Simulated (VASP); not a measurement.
Input of a VASP 6.6.1 run:

Contents of INCAR:

```
  PREC = Accurate
  ENCUT = 520
  EDIFF = 1E-6
  ISMEAR = 0
  SIGMA = 0.05
  LREAL = F
  LASPH = T
  NELM = 60
  ALGO = Normal
  ISIF = 2
  LWAVE = F
  LCHARG = F
  GGA = PE
  NBANDS = 16
```

KPOINTS

```
regular mesh
0
Gamma
  12 12 6
```

POSCAR

```
SiC
1.0
    3.0920366030      0.0000000000      0.0000000000
   -1.5460183015      2.6777822476      0.0000000000
    0.0000000000      0.0000000000      5.0738984874
Si C
2 2
Direct
    0.3333333333      0.6666666667      0.0045639005
    0.6666666667      0.3333333333      0.5045639005
    0.3333333333      0.6666666667      0.4251748739
    0.6666666667      0.3333333333      0.9251748739
```

Potentials or basis: VASP PAW PBE potentials, release 64 (Si, C).

Launch:

```bash
$ cat potpaw_PBE.64/Si/POTCAR potpaw_PBE.64/C/POTCAR > POTCAR
$ mpirun -np 1 vasp_std > vasp.out
```

Problem. Predict the largest force.

Solution. 2.208 eV/Å.

Problem. Predict the band gap on the k mesh.

Solution. 1.56 eV, indirect (least direct gap 3.53 eV).

Stress tensor (GPa, compression positive):
```
 8.11  0.00  0.00
 0.00  8.11  0.00
 0.00  0.00 -5.08
```

Caveat: forces of over 1 eV/Å act on the atoms, so gaps and moduli don't describe the material at rest. A k mesh can miss the band edges.
